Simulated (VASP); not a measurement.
# Ga3As2P in VASP: a series of runs

Runs on Ga3As2P. Level: PBE. Tasks: single point.

Everything below comes from runs of VASP 6.6.1. Logs are shortened: lines on timing, memory, paths and dates and some standing lists are left out, and cuts for length are marked.

## Step 1: The cell of the first run

The structure is trigonal, space group P3m1 (No. 156). The conventional cell has a = 4.005 Å, b = 4.005 Å, c = 9.815 Å, α = 90.00°, β = 90.00°, γ = 120.00°. Within 3.2 Å of Ga (site symmetry 3m) lie 3 P at 2.43 Å and 1 As at 2.49 Å. Ga (site symmetry 3m) has 1 P at 2.39 Å and 3 As at 2.47 Å within 3.2 Å. Within 3.3 Å of Ga (site symmetry 3m) lie 4 As at 2.46 to 2.48 Å. Within 3.2 Å of P (site symmetry 3m) lie 4 Ga at 2.39 to 2.43 Å. Within 3.3 Å of As (site symmetry 3m) lie 4 Ga at 2.47 to 2.48 Å. Within 3.3 Å of As (site symmetry 3m) lie 4 Ga at 2.46 to 2.49 Å.

## Step 2: Single point, PBE

Contents of INCAR:

```
ALGO = Normal
EDIFF = 1E-7
ENCUT = 520
GGA = PE
ISIF = 2
ISMEAR = 0
LASPH = True
LCHARG = False
LREAL = False
LWAVE = False
NBANDS = 36
NELM = 60
PREC = Accurate
SIGMA = 0.1
```

Contents of KPOINTS:

```
k-points
0
Gamma
  6 6 2
```

Contents of POSCAR:

```
Ga3As2P
1.0
    4.0049452000      0.0000000000      0.0000000000
   -2.0024726000      3.4683843000      0.0000000000
    0.0000000000      0.0000000000      9.8151662000
Ga P As
3 1 2
Direct
    0.0000000000      0.0000000000      0.9934220000
    0.3333333000      0.6666667000      0.6733740000
    0.6666667000      0.3333333000      0.3335100000
    0.3333333000      0.6666667000      0.9166650000
    0.6666667000      0.3333333000      0.5862710000
    0.0000000000      0.0000000000      0.2467580000
```

Potentials or basis: VASP PAW PBE potentials, release 64 (Ga_d, P, As).

Command:

```
cat potpaw_PBE.64/Ga_d/POTCAR potpaw_PBE.64/P/POTCAR potpaw_PBE.64/As/POTCAR > POTCAR
mpirun -np 1 vasp_std > vasp.out
```

OUTCAR:

```text
EDIFF = 1E-7
   ENCUT = 520
   GGA = PE
   ISIF = 2
   ISMEAR = 0
   LASPH = True
   LREAL = False
   NELM = 60
   PREC = Accurate

 ion  position               nearest neighbor table
   1  0.000  0.000  0.993-   4 2.43   4 2.43   4 2.43   6 2.49
   2  0.333  0.667  0.673-   4 2.39   5 2.47   5 2.47   5 2.47
   3  0.667  0.333  0.334-   6 2.46   6 2.46   6 2.46   5 2.48
   4  0.333  0.667  0.917-   2 2.39   1 2.43   1 2.43   1 2.43
   5  0.667  0.333  0.586-   2 2.47   2 2.47   2 2.47   3 2.48
   6  0.000  0.000  0.247-   3 2.46   3 2.46   3 2.46   1 2.49

  LATTYP: Found a hexagonal cell.
 ALAT       =     4.0049452000
 C/A-ratio  =     2.4507616733

  Lattice vectors:

 A1 = (   4.0049452000,   0.0000000000,   0.0000000000)
 A2 = (  -2.0024726000,   3.4683843000,   0.0000000000)
 A3 = (   0.0000000000,   0.0000000000,   9.8151662000)

Analysis of symmetry for initial positions (statically):
=====================================================================
 Subroutine PRICEL returns:
 Original cell was already a primitive cell.

 Routine SETGRP: Setting up the symmetry group for a
 hexagonal supercell.

 Subroutine GETGRP returns: Found  6 space group operations
 (whereof  6 operations were pure point group operations)
 out of a pool of 24 trial point group operations.

The static configuration has the point symmetry C_3v.

Analysis of symmetry for dynamics (positions and initial velocities):
=====================================================================
 Subroutine PRICEL returns:
 Original cell was already a primitive cell.

 Routine SETGRP: Setting up the symmetry group for a
 hexagonal supercell.

 Subroutine GETGRP returns: Found  6 space group operations
 (whereof  6 operations were pure point group operations)
 out of a pool of 24 trial point group operations.

The dynamic configuration has the point symmetry C_3v.

 Subroutine INISYM returns: Found  6 space group operations
 (whereof  6 operations are pure point group operations),
 and found     1 'primitive' translations

----------------------------------------------------------------------------------------

                                     Primitive cell

  volume of cell :     136.3394

  direct lattice vectors                    reciprocal lattice vectors
     4.004945200  0.000000000  0.000000000     0.249691307  0.144159342  0.000000000
    -2.002472600  3.468384300  0.000000000     0.000000000  0.288318685  0.000000000
     0.000000000  0.000000000  9.815166200     0.000000000  0.000000000  0.101883145

  length of vectors
     4.004945200  4.004945214  9.815166200     0.288318686  0.288318685  0.101883145

  position of ions in fractional coordinates (direct lattice)
     0.000000000  0.000000000  0.993422000
     0.333333300  0.666666700  0.673374000
     0.666666700  0.333333300  0.333510000
     0.333333300  0.666666700  0.916665000
     0.666666700  0.333333300  0.586271000
     0.000000000  0.000000000  0.246758000

  ion indices of the primitive-cell ions
   primitive index   ion index
                 1           1
                 2           2
                 3           3
                 4           4
                 5           5
                 6           6

----------------------------------------------------------------------------------------

 KPOINTS: k-points

Automatic generation of k-mesh.
 Grid dimensions read from file:
 generate k-points for:    6    6    2

 Generating k-lattice:

  Cartesian coordinates                     Fractional coordinates (reciprocal lattice)
     0.041615218  0.024026557  0.000000000     0.166666667  0.000000000  0.000000000
     0.000000000  0.048053114  0.000000000     0.000000000  0.166666667  0.000000000
     0.000000000  0.000000000  0.050941572     0.000000000  0.000000000  0.500000000

  Length of vectors
     0.048053114  0.048053114  0.050941572

  Shift w.r.t. Gamma in fractional coordinates (k-lattice)
     0.000000000  0.000000000  0.000000000

 Subroutine IBZKPT returns following result:
 ===========================================

 Found     14 irreducible k-points:

 Following reciprocal coordinates:
            Coordinates               Weight
  0.000000  0.000000  0.000000      1.000000
  0.166667 -0.000000  0.000000      6.000000
  0.333333  0.000000  0.000000      6.000000
  0.500000  0.000000  0.000000      3.000000
  0.166667  0.166667  0.000000      6.000000
  0.333333  0.166667  0.000000     12.000000
  0.333333  0.333333  0.000000      2.000000
  0.000000  0.000000  0.500000      1.000000
  0.166667 -0.000000  0.500000      6.000000
  0.333333  0.000000  0.500000      6.000000
  0.500000  0.000000  0.500000      3.000000
  0.166667  0.166667  0.500000      6.000000
  0.333333  0.166667  0.500000     12.000000
  0.333333  0.333333  0.500000      2.000000
   k-points           NKPTS =     14   k-points in BZ     NKDIM =     14   number of bands    NBANDS=     36
   number of dos      NEDOS =    301   number of ions     NIONS =      6
   total plane-waves  NPLWV =  72000
   dimension x,y,z NGX =    30 NGY =   30 NGZ =   80
   dimension x,y,z NGXF=    60 NGYF=   60 NGZF=  160
   ions per type =               3   1   2
   NGX,Y,Z   is equivalent  to a cutoff of  12.45, 12.45, 13.55 a.u.
   NGXF,Y,Z  is equivalent  to a cutoff of  24.91, 24.91, 27.10 a.u.
 SYSTEM =  unknown system
   PREC   = accura    normal or accurate (medium, high low for compatibility)
   ISTART =      0    job   : 0-new  1-cont  2-samecut
   ICHARG =      2    charge: 1-file 2-atom 10-const
   ISPIN  =      1    spin polarized calculation?
   LNONCOLLINEAR =      F non collinear calculations
   LSORBIT =      F    spin-orbit coupling
   LASPH  =      T    aspherical Exc in radial PAW
   ENCUT  =  520.0 eV  38.22 Ry    6.18 a.u.   7.45  7.45 18.25*2*pi/ulx,y,z
   NELM   =     60;   NELMIN=  2; NELMDL= -5     # of ELM steps
   EDIFF  = 0.1E-06   stopping-criterion for ELM
   LREAL  =      F    real-space projection
   EDIFFG = 0.1E-05   stopping-criterion for IOM
   NSW    =      0    number of steps for IOM
   IBRION =     -1    ionic relax: 0-MD 1-quasi-New 2-CG
   NFREE  =      0    steps in history (QN), initial steepest desc. (CG)
   ISIF   =      2    stress and relaxation
   ISYM   =      2    0-nonsym 1-usesym 2-fastsym
   POTIM  = 0.5000    time-step for ionic-motion
   TEBEG  =    0.0;   TEEND  =   0.0 temperature during run
   PSTRESS=    0.0 pullay stress
   NELECT =      54.0000    total number of electrons
   NUPDOWN=      -1.0000    fix difference up-down
   EMIN   =  10.00;   EMAX   =-10.00  energy-range for DOS
   EFERMI =   0.00;   METHOD = LEGACY
   ISMEAR =     0;   SIGMA  =   0.10  broadening in eV -4-tet -1-fermi 0-gaus
   EFERMI_NEDOS =   21; number of points for ismear=-14 and -15
   IALGO  =     38    algorithm
   IMIX   =      4    mixing-type and parameters
     AMIX     =   0.40;   BMIX     =  1.00
     AMIX_MAG =   1.60;   BMIX_MAG =  1.00
  volume/ion in A,a.u.               =      22.72       153.34
  Fermi-wavevector in a.u.,A,eV,Ry     =   1.202261  2.271945 19.666306  1.445433
  Thomas-Fermi vector in A             =   2.338048
   LORBIT       =      0    0 simple, 1 ext, 2 COOP (PROOUT), +10 PAW based schemes
   GGA     = PE    functional components
   LHFCALC =     F    Hartree Fock is set to
   AEXX    =    0.0000 exact exchange contribution
   IVDW    =     0    specifies the selected vdW correction
   LEPSILON=     F    determine dielectric tensor
   LRPA    =     F    only Hartree local field effects (RPA)
 non-spin polarized calculation
 Gauss-broadening in eV      SIGMA  =   0.10
  energy-cutoff  :      520.00
  volume of cell :      136.34
 maximum number of plane-waves:      3715
 NGX is ok and might be reduce to    30

 number of electron      53.9999970 magnetization

 Free energy of the ion-electron system (eV)
  ---------------------------------------------------
  ext. energy  EPLUGINS =         0.00000000
  ---------------------------------------------------
  free energy    TOTEN  =       -25.58507527 eV

  energy without entropy =      -25.58507267  energy(sigma->0) =      -25.58507397

 E-fermi :   4.1124     XC(G=0):  -9.4789

 val. band max:        3.8464758056   @ k =   0.0000   0.0000   0.0000
 cond. band min:       4.3658639733   @ k =   0.0000   0.0000   0.0000
 fundamental gap:      0.5193881677
 Fermi energy:         4.1124349047

 k-point     1 :       0.0000    0.0000    0.0000
  band No.  band energies     occupation
      1     -11.0372      2.00000
      2     -10.9852      2.00000
      3     -10.9852      2.00000
      4     -10.9254      2.00000
      5     -10.9254      2.00000
      6     -10.9050      2.00000
[... 28 lines left out ...]
     35       8.3415      0.00000
     36       8.6555      0.00000

 k-point     2 :       0.1667   -0.0000    0.0000
  band No.  band energies     occupation
      1     -11.0386      2.00000
      2     -10.9940      2.00000
      3     -10.9789      2.00000
      4     -10.9289      2.00000
      5     -10.9240      2.00000
      6     -10.9088      2.00000
[... 28 lines left out ...]
     35       8.7159      0.00000
     36       8.8975      0.00000

 k-point     3 :       0.3333    0.0000    0.0000
  band No.  band energies     occupation
      1     -11.0489      2.00000
      2     -11.0051      2.00000
      3     -10.9683      2.00000
      4     -10.9356      2.00000
      5     -10.9208      2.00000
      6     -10.9190      2.00000
[... 28 lines left out ...]
     35       9.6611      0.00000
     36       9.7333      0.00000
[... 352 lines left out ...]
 k-point    13 :       0.3333    0.1667    0.5000
  band No.  band energies     occupation
      1     -11.0509      2.00000
      2     -11.0107      2.00000
      3     -10.9667      2.00000
      4     -10.9342      2.00000
      5     -10.9281      2.00000
      6     -10.9196      2.00000
[... 28 lines left out ...]
     35       9.5540      0.00000
     36       9.9501      0.00000

 k-point    14 :       0.3333    0.3333    0.5000
  band No.  band energies     occupation
      1     -11.0490      2.00000
      2     -11.0140      2.00000
      3     -10.9677      2.00000
      4     -10.9289      2.00000
      5     -10.9284      2.00000
      6     -10.9242      2.00000
[... 28 lines left out ...]
     35      10.1010      0.00000
     36      10.2221      0.00000

------------------------ aborting loop because EDIFF is reached ----------------------------------------

  FORCE on cell =-STRESS in cart. coord.  units (eV):
  Direction    XX          YY          ZZ          XY          YZ          ZX
  --------------------------------------------------------------------------------------
  -------------------------------------------------------------------------------------
  Total        0.1270636      0.1270636     -0.0591439      0.0000000     -0.0000000     -0.0000000
  in kB        1.4931737      1.4931737     -0.6950233      0.0000000     -0.0000000     -0.0000000
  external PRESSURE =       0.7637747 kB  Pullay stress =       0.0000000 kB

 VOLUME and BASIS-vectors are now :
 -----------------------------------------------------------------------------
  energy-cutoff  :      520.00
  volume of cell :      136.34
      direct lattice vectors                 reciprocal lattice vectors
     4.004945200  0.000000000  0.000000000     0.249691307  0.144159342  0.000000000
    -2.002472600  3.468384300  0.000000000     0.000000000  0.288318685  0.000000000
     0.000000000  0.000000000  9.815166200     0.000000000  0.000000000  0.101883145

 POSITION                                       TOTAL-FORCE (eV/Angst)
 -----------------------------------------------------------------------------------
      0.00000      0.00000      9.75060         0.000000     -0.000000     -0.009777
     -0.00000      2.31226      6.60928        -0.000000     -0.000000      0.011241
      2.00247      1.15613      3.27346        -0.000000      0.000000     -0.000321
     -0.00000      2.31226      8.99722         0.000000     -0.000000     -0.001370
      2.00247      1.15613      5.75435        -0.000000      0.000000      0.001970
      0.00000      0.00000      2.42197         0.000000     -0.000000     -0.001742
 -----------------------------------------------------------------------------------
    total drift:                                0.000012     -0.000006     -0.000256

  FREE ENERGIE OF THE ION-ELECTRON SYSTEM (eV)
  ---------------------------------------------------
  free  energy   TOTEN  =       -25.5850752683 eV

  energy  without entropy=      -25.5850726666  energy(sigma->0) =      -25.58507397
```

Run time: 48 s. Hardware: 1 thread of AMD EPYC 9R45 (Zen 5), shared host; peak memory 0.25 GiB.

Results:

| Quantity | Value |
| --- | --- |
| Free energy | -25.5851 eV |
| Pressure | 0.1 GPa |
| Largest force | 0.011 eV/Å |
| Band gap on the k mesh | 0.52 eV |

Forces in eV/Å, atoms in the order of the input:
```
Ga   0.000  0.000 -0.010
Ga   0.000  0.000  0.011
Ga   0.000  0.000  0.000
P    0.000  0.000 -0.001
As   0.000  0.000  0.002
As   0.000  0.000 -0.002
```

Stress tensor (GPa, compression positive):
```
 0.15  0.00  0.00
 0.00  0.15  0.00
 0.00  0.00 -0.07
```

Levels at points of the mesh, in eV from the valence-band top:
| k point | band 25 | band 26 | band 27 | band 28 | band 29 | band 30 |
| --- | --- | --- | --- | --- | --- | --- |
| (0.00, 0.00, 0.00) | -0.10 | 0.00 | 0.00 | 0.52 | 1.08 | 1.40 |
| (0.50, 0.00, 0.00) | -2.52 | -1.71 | -1.48 | 1.50 | 1.61 | 2.24 |
| (0.00, 0.00, 0.50) | -0.50 | -0.23 | -0.23 | 0.95 | 1.56 | 1.76 |
| (0.50, 0.00, 0.50) | -2.17 | -1.16 | -1.12 | 1.00 | 1.71 | 2.03 |

Caveat: semilocal functionals underestimate gaps, and a narrow one can read as zero. A k mesh can miss the band edges.

## Step 3: Single point, PBE

This run uses another cell than the first one: it holds 12 atoms, not 6.

Contents of INCAR:

```
  ALGO = Normal
  EDIFF = 1E-6
  ENCUT = 520
  GGA = PE
  ISIF = 2
  ISMEAR = 0
  LASPH = True
  LCHARG = False
  LREAL = False
  LWAVE = False
  NBANDS = 66
  NELM = 100
  PREC = Accurate
  SIGMA = 0.1
```

Contents of KPOINTS:

```
k-points
0
Gamma
  4 2 2
```

Contents of POSCAR:

```
Ga3As2P
1.0
    2.0134738887     -3.4863320192     -0.0003034579
   -5.9794884500     -3.4524640017     -0.0173973252
   -0.0220657299     -0.0132225079     -9.7913498289
Ga P As
6 2 4
Direct
    0.0007311833      0.0000246129      0.0063956166
    0.4997697585      0.5003842762      0.0067627190
    0.4988543386      0.8329337148      0.3268342328
   -0.0001497620      0.3325885164      0.3265084470
    0.9996354915      0.6666270394      0.6662690436
    0.5010694764      0.1670545430      0.6667400882
    0.5005189882      0.8337249563      0.0835467795
   -0.0000375512      0.3334524899      0.0833066177
    0.9989225830      0.6661189229      0.4134408561
    0.4998749023      0.1663967038      0.4138305238
    0.0010695281      0.0002020969      0.7530038281
    0.4997410633      0.5004921274      0.7533612476
```

Potentials or basis: VASP PAW PBE potentials, release 64 (Ga_d, P, As).

Command:

```
cat potpaw_PBE.64/Ga_d/POTCAR potpaw_PBE.64/P/POTCAR potpaw_PBE.64/As/POTCAR > POTCAR
mpirun -np 1 vasp_std > vasp.out
```

It took 2.8 min on 1 thread of AMD EPYC 9R45 (Zen 5), shared host; peak memory 0.39 GiB.

The run converged. Its results:

```
Free energy            : -50.9742 eV
Pressure               : 0.2 GPa
Largest force          : 0.018 eV/Å
Band gap on the k mesh : 0.51 eV
```

Forces in eV/Å, atoms in the order of the input:
```
Ga  -0.006  0.001 -0.014
Ga   0.005 -0.004 -0.011
Ga  -0.002 -0.009  0.013
Ga  -0.004 -0.003  0.005
Ga  -0.002 -0.007  0.002
Ga   0.000  0.002  0.013
P    0.004  0.006  0.015
P    0.001  0.004  0.013
As  -0.001 -0.003 -0.012
As  -0.001  0.000 -0.005
As   0.003  0.010 -0.014
As   0.003  0.003 -0.004
```

Levels at points of the mesh, in eV from the valence-band top:
```
           k point  band 51  band 52  band 53  band 54  band 55  band 56  band 57  band 58
(0.00, 0.00, 0.00)    -0.74    -0.12    -0.05     0.00     0.51     1.04     1.35     1.42
(0.50, 0.00, 0.00)    -2.29    -2.29    -1.27    -1.27     2.47     2.47     2.51     2.51
(0.00, 0.50, 0.00)    -0.96    -0.96    -0.95    -0.94     1.93     1.93     2.14     2.14
(0.50, 0.50, 0.00)    -1.71    -1.71    -1.48    -1.48     1.49     1.49     1.61     1.61
(0.00, 0.00, 0.50)    -0.56    -0.50    -0.30    -0.24     0.91     0.95     1.52     1.61
(0.50, 0.00, 0.50)    -1.99    -1.99    -1.86    -1.85     2.60     2.61     2.79     2.79
(0.00, 0.50, 0.50)    -1.52    -1.51    -0.70    -0.69     1.72     1.72     1.99     1.99
(0.50, 0.50, 0.50)    -1.20    -1.19    -1.10    -1.10     1.01     1.01     1.71     1.71
```

Caveat: the k points lie up to 0.46 Å⁻¹ apart; semilocal functionals underestimate gaps, and a narrow one can read as zero.

## Step 4: Single point, PBE

This run uses another cell than the first one: it holds 12 atoms, not 6.

Contents of INCAR:

```
PREC = Accurate
ENCUT = 520
EDIFF = 1E-6
ISMEAR = 0
SIGMA = 0.1
LREAL = F
LASPH = T
NELM = 80
ALGO = Normal
ISIF = 2
LWAVE = F
LCHARG = T
GGA = PE
LELF = T
LVHAR = T
NBANDS = 66
```

Contents of KPOINTS:

```
regular mesh
0
Gamma
  4 2 2
```

Contents of POSCAR:

```
Ga3As2P
1.0
    2.0024726046     -3.4683842920      0.0000000000
   -6.0074178139     -3.4683842920      0.0000000000
    0.0000000000      0.0000000000     -9.8151662000
Ga P As
6 2 4
Direct
    0.0000000000      0.0000000000      0.0065780000
    0.5000000000      0.5000000000      0.0065780000
    0.5000000000      0.8333333333      0.3266260000
    0.0000000000      0.3333333333      0.3266260000
    1.0000000000      0.6666666667      0.6664900000
    0.5000000000      0.1666666667      0.6664900000
    0.5000000000      0.8333333333      0.0833350000
    0.0000000000      0.3333333333      0.0833350000
    1.0000000000      0.6666666667      0.4137290000
    0.5000000000      0.1666666667      0.4137290000
    0.0000000000      0.0000000000      0.7532420000
    0.5000000000      0.5000000000      0.7532420000
```

Command:

```
cat potpaw_PBE.64/Ga_d/POTCAR potpaw_PBE.64/P/POTCAR potpaw_PBE.64/As/POTCAR > POTCAR
mpirun -np 1 vasp_std > vasp.out
```

Run time: 2.6 min. Hardware: 1 thread of AMD EPYC 9R45 (Zen 5), shared host; peak memory 0.4 GiB.

It converged, with:

```yaml
Free_energy: -50.9700 eV
Pressure: 0.1 GPa
Largest_force: 0.041 eV/Å
Band_gap_on_the_k_mesh: 0.52 eV
```

Forces on the atoms (eV/Å):
```
Ga  -0.019 -0.011  0.008
Ga  -0.019 -0.011  0.008
Ga  -0.026 -0.015  0.028
Ga  -0.026 -0.015  0.028
Ga  -0.027 -0.015  0.019
Ga  -0.027 -0.015  0.019
P    0.020  0.011 -0.017
P    0.020  0.011 -0.017
As   0.026  0.015 -0.015
As   0.026  0.015 -0.015
As   0.027  0.015 -0.022
As   0.027  0.015 -0.022
```

Stress tensor (GPa, compression positive):
```
-0.06 -0.42  0.04
-0.42  0.43  0.03
 0.04  0.03 -0.17
```

Levels at points of the mesh, in eV from the valence-band top:
| k point | band 51 | band 52 | band 53 | band 54 | band 55 | band 56 | band 57 | band 58 |
| --- | --- | --- | --- | --- | --- | --- | --- | --- |
| (0.00, 0.00, 0.00) | -0.74 | -0.10 | 0.00 | 0.00 | 0.52 | 1.08 | 1.39 | 1.50 |
| (0.50, 0.00, 0.00) | -2.28 | -2.28 | -1.23 | -1.23 | 2.46 | 2.46 | 2.51 | 2.51 |
| (0.00, 0.50, 0.00) | -0.93 | -0.93 | -0.89 | -0.89 | 1.98 | 1.98 | 2.20 | 2.20 |
| (0.50, 0.50, 0.00) | -1.71 | -1.71 | -1.48 | -1.48 | 1.50 | 1.50 | 1.61 | 1.61 |
| (0.00, 0.00, 0.50) | -0.50 | -0.50 | -0.24 | -0.23 | 0.94 | 1.00 | 1.55 | 1.71 |
| (0.50, 0.00, 0.50) | -1.96 | -1.96 | -1.83 | -1.83 | 2.60 | 2.60 | 2.78 | 2.78 |
| (0.00, 0.50, 0.50) | -1.52 | -1.52 | -0.63 | -0.63 | 1.78 | 1.78 | 2.05 | 2.05 |
| (0.50, 0.50, 0.50) | -1.16 | -1.16 | -1.12 | -1.12 | 1.00 | 1.00 | 1.71 | 1.71 |

Caveat: the k points lie up to 0.45 Å⁻¹ apart; semilocal functionals underestimate gaps, and a narrow one can read as zero.

(Continued in part 2 of 2.)
